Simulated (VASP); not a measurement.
Input of a VASP 6.6.1 run:

The input POSCAR:

```
HfO2
1.0
    4.8385696590      0.0000000000      0.0000000000
    0.0000000000      4.8385696590      0.0000000000
    0.0000000000      0.0000000000      3.2205022330
Hf O
2 4
Direct
    0.5000000000      0.5000000000      0.0000000000
    0.0000000000      0.0000000000      0.5000000000
    0.6948832834      0.6948832834      0.5000000000
    0.8051167166      0.1948832834      0.0000000000
    0.1948832834      0.8051167166      0.0000000000
    0.3051167166      0.3051167166      0.5000000000
```

The input INCAR.step1:

```
SYSTEM = HfO2
  ALGO = Normal
  EDIFF = 1E-4
  ENCUT = 520
  GGA = PE
  ISMEAR = 0
  LASPH = .True.
  LCHARG = .False.
  LREAL = .False.
  LWAVE = .True.
  NBANDS = 31
  NELM = 60
  PREC = Accurate
  SIGMA = 0.02
```

File INCAR.step2:

```
SYSTEM = HfO2
  ALGO = Normal
  EDIFF = 1E-6
  ENCUT = 520
  ISIF = 2
  ISMEAR = 0
  ISTART = 1
  LASPH = .True.
  LCHARG = .False.
  LMIXTAU = .True.
  LREAL = .False.
  LWAVE = .False.
  METAGGA = R2SCAN
  NBANDS = 31
  NELM = 60
  PREC = Accurate
  SIGMA = 0.02
```

KPOINTS

```
k-points
0
Gamma
  6 6 8
  0 0 0
```

Potentials or basis: VASP PAW PBE potentials, release 64 (Hf_pv, O).

Run with:

```bash
$ cat potpaw_PBE.64/Hf_pv/POTCAR potpaw_PBE.64/O/POTCAR > POTCAR
$ cp INCAR.step1 INCAR
$ mpirun -np 1 vasp_std > vasp.out
$ cp INCAR.step2 INCAR
$ mpirun -np 1 vasp_std > vasp.out
```

Problem. Predict the largest force.

Solution. 0.046 eV/Å.

Problem. Estimate the pressure.

Solution. -3.2 GPa.

Problem. Estimate the band gap on the k mesh.

Solution. 4.47 eV.

Stress tensor (GPa, compression positive):
```
-2.97  0.00  0.00
 0.00 -2.97  0.00
 0.00  0.00 -3.80
```

Caveat: the cell stands under tension; the PAW data sets were made with another functional, which shifts forces and pressure a little; spin-orbit coupling is left out, which moves the levels of the heavy elements. A k mesh can miss the band edges.
